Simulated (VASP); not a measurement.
Write the native input for VASP 6.6.1 that does the following.

* Task: single point
* Functional: PBE
* Potentials or basis: VASP PAW PBE potentials, release 64 (Cu, Au)
* Cutoff: 520 eV
* k mesh: 18 × 18 × 14
* Occupations: gaussian, width 0.15 eV
* Spin: no spin polarisation
* Dipole correction: no
* Further INCAR settings: ALGO = Fast; EDIFF = 1e-06; NBANDS = 18

The structure of CuAu lies in POSCAR:

```
CuAu
1.0
    2.8000000000      0.0000000000      0.0000000000
    0.0000000000      2.8000000000      0.0000000000
    0.0000000000      0.0000000000      3.8535000000
Cu Au
1 1
Direct
    0.5000000000      0.5000000000      0.5000000000
    0.0000000000      0.0000000000      0.0000000000
```

This cell differs from its parent crystal: strain +0.000 along x and y, +0.050 along z.

One way to write it, as run:

INCAR

```
SYSTEM = CuAu
ALGO = Fast ; EDIFF = 1E-6
ENCUT = 520 ; GGA = PE
ISIF = 2 ; ISMEAR = 0
LASPH = .TRUE. ; LCHARG = .FALSE.
LREAL = .FALSE. ; LWAVE = .FALSE.
NBANDS = 18 ; NELM = 60
PREC = Accurate ; SIGMA = 0.15
```

KPOINTS

```
k-points
0
G
  18 18 14
  0 0 0
```

Potentials or basis: VASP PAW PBE potentials, release 64 (Cu, Au).

Run with:

```console
$ cat potpaw_PBE.64/Cu/POTCAR potpaw_PBE.64/Au/POTCAR > POTCAR
$ mpirun -np 1 vasp_std > vasp.out
```

Results of the run:

The pressure is -0.5 GPa and the band gap on the k mesh is zero (band 11 reaches 13.62 eV, above the bottom of band 12 at 6.37 eV).

Caveat: the cell differs from its parent crystal (strain +0.000 along x and y, +0.050 along z); spin-orbit coupling is left out, which moves the levels of the heavy elements.

Wall time 4.2 min on 1 thread of AMD EPYC 9R45 (Zen 5), on a shared host, peak memory 0.32 GiB.
